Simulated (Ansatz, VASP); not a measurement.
# Two plane-wave programs on Pt

```xyz
2
Lattice="2.7100 0.0000 0.0000 -1.3550 2.3839 -0.0014 -0.0001 -0.0029 4.7917" Properties=species:S:1:pos:R:3 pbc="T T T"
Pt    1.3550    1.1898    3.5930
Pt    0.0000    1.1912    1.1972
```

Change from the starting cell: atom 2 moved 0.45 Å; relaxed back.

Alike in both runs: functional r2SCAN; k mesh 12 × 12 × 8; occupations gaussian, width 0.15 eV; no spin polarisation.

Ansatz relaxed the structure, and its values are those at the end. VASP's run is a single point on that final structure, the one shown.

|  | VASP | Ansatz |
| --- | --- | --- |
| version | VASP 6.6.1 | Ansatz 0.2.0 |
| potentials or method | VASP PAW PBE potentials, release 64 (Pt), cutoff 520 eV | scalar-relativistic, plane waves, PAW |
| valence electrons in the cell | 20 | 36 |

Ansatz gave:

* gap on the k mesh at the Fermi level (eV): none
* pressure (GPa): 0.0

Task: Estimate VASP's values.

Result: gap on the k mesh at the Fermi level (eV): none; pressure (GPa): 0.6.

VASP's potentials were made for PBE, not for r2SCAN. A gap of «none» marks a metal or a gap that the smearing closes. VASP's potentials hold 20 valence electrons a cell and Ansatz's 36, so a difference there can come from the potentials and not from the codes.

Spin-orbit coupling is off throughout.
